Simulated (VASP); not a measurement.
Write the native input for VASP 6.6.1 that does the following.

```yaml
Task: single point
Functional: PBE
Potentials_or_basis: VASP PAW PBE potentials, release 64 (B, N)
Cutoff: 600 eV
k_mesh: 12 × 12 × 12
Occupations: gaussian, width 0.05 eV
Spin: no spin polarisation
Dipole_correction: no
Further_INCAR_settings: ALGO = Normal; EDIFF = 1e-06; NBANDS = 11
```

The structure of BN lies in POSCAR:

```
BN
1.0
    0.0000000000      1.7398545729      1.9573363945
    1.7398545729      0.0000000000      1.9573363945
    1.7398545729      1.7398545729      0.0000000000
B N
1 1
Direct
    0.0000000000      0.0000000000      0.0000000000
    0.7500000000      0.7500000000      0.7500000000
```

This cell differs from its parent crystal: strain -0.040 along x and y, +0.080 along z.

One way to write it, as run:

INCAR

```
ALGO = Normal ; EDIFF = 1E-6
ENCUT = 600 ; GGA = PE
GGA_COMPAT = False ; ISIF = 2
ISMEAR = 0 ; LASPH = True
LCHARG = True ; LELF = True
LREAL = False ; LVHAR = True
LWAVE = False ; NBANDS = 11
NELM = 120 ; PREC = Accurate
SIGMA = 0.05
```

KPOINTS

```
k-points
0
Gamma
  12 12 12
```

Potentials or basis: VASP PAW PBE potentials, release 64 (B, N).

The run is started by

```console
$ cat potpaw_PBE.64/B/POTCAR potpaw_PBE.64/N/POTCAR > POTCAR
$ mpirun -np 1 vasp_std > vasp.out
```

Results of the run:

```
Pressure               : 1.8 GPa
Band gap on the k mesh : 3.39 eV (least direct gap 7.91 eV)
```

Caveat: the cell differs from its parent crystal (strain -0.040 along x and y, +0.080 along z).

Run time: 8.2 s on 1 thread of Intel(R) Xeon(R) 6975P-C (Granite Rapids), on a shared host, peak memory 0.14 GiB.
